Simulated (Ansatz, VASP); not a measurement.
## SnS2: VASP beside Ansatz

```
Sn S
1.0
     3.63900    0.00000    0.00000
    -1.81950    3.15147    0.00000
     0.00000    0.00000    5.86800
Sn S
1 2
Direct
  0.00000 0.00000 0.00000
  0.33333 0.66667 0.25000
  0.66667 0.33333 0.75000
```

Alike in both runs: task relaxation of cell and atoms; functional LDA; k mesh 6 × 6 × 4; no spin polarisation.

```csv
,VASP,Ansatz
version,VASP 6.6.1,Ansatz 0.2.0
potentials or method,"VASP PAW LDA potentials, release 64 (Sn_d, S), cutoff 500 eV","plane waves, PAW"
occupations,"gaussian, width 0.01 eV",fixed
valence electrons in the cell,26,26
```

VASP gave:

```
relaxed volume (Å³/atom)                                        : 22.05
relaxed length of the cell vector where the two differ most in proportion (Å) : 5.813
```

Problem. Estimate Ansatz's values.

Solution. Relaxed volume (Å³/atom): 21.74; relaxed length of the cell vector where the two differ most in proportion (Å): 5.702.

LDA's correlation is that of Perdew and Zunger in VASP and of Perdew and Wang (1992) in Ansatz.
